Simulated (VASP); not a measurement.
Here is a VASP 6.6.1 calculation.

File INCAR:

```
PREC = Accurate
ENCUT = 600
EDIFF = 1E-7
ISMEAR = 0
SIGMA = 0.1
LREAL = False
LASPH = True
NELM = 60
ALGO = Normal
ISIF = 3
LWAVE = False
LCHARG = False
GGA = PE
IBRION = 2
NSW = 90
EDIFFG = -0.04
```

Contents of KPOINTS:

```
Automatic mesh
0
Gamma
  4 4 2
```

Contents of POSCAR:

```
CsTlAs
1.0
    4.6401695247      0.0000000000      0.0000000000
    0.0000000000      4.6401695247      0.0000000000
    0.0000000000      0.0000000000      8.0054927314
Cs Tl As
2 2 2
Direct
    0.5000000000      0.0000000000      0.2305000000
    0.0000000000      0.5000000000      0.7695000000
    0.5000000000      0.0000000000      0.6480000000
    0.0000000000      0.5000000000      0.3520000000
    0.0000000000      0.0000000000      0.0000000000
    0.5000000000      0.5000000000      0.0000000000
```

Potentials or basis: VASP PAW PBE potentials, release 64 (Cs_sv, Tl_d, As).

The run is started by

```console
$ cat potpaw_PBE.64/Cs_sv/POTCAR potpaw_PBE.64/Tl_d/POTCAR potpaw_PBE.64/As/POTCAR > POTCAR
$ mpirun -np 1 vasp_std > vasp.out
```

**Question.** Predict the band gap on the k mesh.

**Answer.** Zero (bands 27 and 28 overlap by 2.40 eV).

**Question.** What does it give for the relaxed volume?

**Answer.** 39.06 Å³/atom.

**Question.** What does it give for the relaxed cell?

**Answer.** a = 5.108 Å, b = 5.108 Å, c = 8.982 Å, α = 90.00°, β = 90.00°, γ = 90.00°.

**Question.** What does it give for the space group after relaxing (to 0.1 Å)?

**Answer.** P4/nmm (No. 129).

Forces in eV/Å, atoms in the order of the input:
```
Cs   0.000  0.000  0.037
Cs   0.000  0.000 -0.037
Tl   0.000  0.000 -0.016
Tl   0.000  0.000  0.016
As   0.000  0.000  0.000
As   0.000  0.000  0.000
```

Caveat: the k points lie up to 0.35 Å⁻¹ apart in the final cell, too coarse for converged energies and pressures of a metal; the volume moved by over 15 % at a fixed basis, so the end points are rough; spin-orbit coupling is left out, which moves the levels of the heavy elements.
